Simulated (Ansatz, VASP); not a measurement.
One calculation of AlN, two programs

Contents of INCAR:

```
PREC = Accurate ; ENCUT = 600
EDIFF = 1E-6 ; ISMEAR = 0
SIGMA = 0.01 ; LREAL = False
LASPH = True ; NELM = 120
ALGO = Normal ; ISIF = 2
LWAVE = False ; LCHARG = True
LELF = True ; LVHAR = True
NBANDS = 16 ; GGA_COMPAT = False
```

The input KPOINTS:

```
regular mesh
0
Gamma
  8 8 4
```

Contents of POSCAR:

```
AlN
1.0
    3.0887700518      0.0000000000      0.0000000000
   -1.5443850259      2.6749533313      0.0000000000
    0.0000000000      0.0000000000      4.9432745661
Al N
2 2
Direct
    0.3333333333      0.6666666667     -0.0009915582
    0.6666666667      0.3333333333      0.4990084418
    0.3333333333      0.6666666667      0.3809915582
    0.6666666667      0.3333333333      0.8809915582
```

Input for Ansatz:

```yaml
crystal:
  lattice:
    - [3.08877005185, 0.0, 0.0]
    - [-1.54438502592, 2.67495333135, 0.0]
    - [0.0, 0.0, 4.94327456611]
  atoms:
    - { symbol: Al, position: [0.333333333333, 0.666666666667, -0.000991558156] }
    - { symbol: Al, position: [0.666666666667, 0.333333333333, 0.499008441844] }
    - { symbol: "N", position: [0.333333333333, 0.666666666667, 0.380991558156] }
    - { symbol: "N", position: [0.666666666667, 0.333333333333, 0.880991558156] }
kpoints:
  mp_grid: { grid: [8, 8, 4] }
scf:
  occupations: { method: fixed }
hamiltonian:
  xc: lda
  pseudopotentials: { kind: all_electron, lapw: { basis_error: 0.001 } }
output:
  forces: true
  stress: true
  eigenvalues: true
  eigenstates:
    nscf_kmesh: { grid: [12, 12, 6] }
    de_dk: true
    e_range: [-9, 14.41644962917]
checkpoint:
  write: ck
  write_wavefunctions: false
```

Alike in both runs: task single point; functional LDA; k mesh 8 × 8 × 4; no spin polarisation.

|  | VASP | Ansatz |
| --- | --- | --- |
| version | VASP 6.6.1 | Ansatz 0.2.0 |
| potentials or method | VASP PAW LDA potentials, release 64 (Al, N), cutoff 600 eV | all-electron LAPW, scalar-relativistic |
| occupations | gaussian, width 0.01 eV | fixed |

Ansatz gave:

```
gap on the k mesh at the Fermi level (eV) : 4.42
pressure (GPa)                            : 0.0
```

Task: Estimate VASP's values.

Result: gap on the k mesh at the Fermi level (eV): 4.42; pressure (GPa): 0.5.

LDA's correlation is that of Perdew and Zunger in VASP and of Perdew and Wang (1992) in Ansatz. Ansatz ran all-electron here, and VASP with PAW potentials.
